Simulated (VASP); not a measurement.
Here is a VASP 6.6.1 calculation.

INCAR

```
AGGAC = 1.0
AGGAX = 1.0
ALDAC = 0.0
ALDAX = 1.0
ALGO = Normal
EDIFF = 1E-6
ENCUT = 520
GGA = B5
ISIF = 2
ISMEAR = -1
LASPH = T
LCHARG = T
LELF = T
LREAL = F
LVHAR = T
LWAVE = F
NBANDS = 64
NELM = 60
PREC = Accurate
SIGMA = 0.05
```

Contents of KPOINTS:

```
k-points
0
Gamma
  6 6 6
```

The input POSCAR:

```
SnO2
1.0
   -3.2488970000      3.4144700000      3.4140210000
    3.2488970000     -3.4144700000      3.4140210000
    3.2488970000      3.4144700000     -3.4140210000
Sn O
4 8
Direct
    0.5000000000      0.0000000000      0.0000000000
    0.5000000000      0.5000000000      0.5000000000
    0.0035990000      0.7535990000      0.2500000000
    0.9964010000      0.2464010000      0.7500000000
    0.8064960000      0.8037740000      0.4972780000
    0.8064960000      0.3092180000      0.0027220000
    0.3024350000      0.2459400000      0.0564950000
    0.6894450000      0.2459400000      0.4435050000
    0.3105550000      0.7540600000      0.5564950000
    0.1935040000      0.6907820000      0.9972780000
    0.6975650000      0.7540600000      0.9435050000
    0.1935040000      0.1962260000      0.5027220000
```

Potentials or basis: VASP PAW PBE potentials, release 64 (Sn_d, O).

Launch:

```console
$ cat potpaw_PBE.64/Sn_d/POTCAR potpaw_PBE.64/O/POTCAR > POTCAR
$ mpirun -np 1 vasp_std > vasp.out
```

Predict the largest force.

0.065 eV/Å.

Predict the band gap on the k mesh.

0.69 eV.

Forces in eV/Å, atoms in the order of the input:
```
Sn   0.000  0.000  0.000
Sn   0.000  0.000  0.000
Sn   0.000  0.000 -0.065
Sn   0.000  0.000  0.065
O    0.027  0.000 -0.056
O   -0.027  0.000 -0.056
O    0.000 -0.056  0.032
O    0.000  0.056  0.032
O    0.000 -0.056 -0.032
O    0.027  0.000  0.056
O    0.000  0.056 -0.032
O   -0.027  0.000  0.056
```

Caveat: semilocal functionals underestimate gaps, and a narrow one can read as zero; the PAW data sets were made with another functional, which shifts forces and pressure a little; spin-orbit coupling is left out, which moves the levels of the heavy elements.
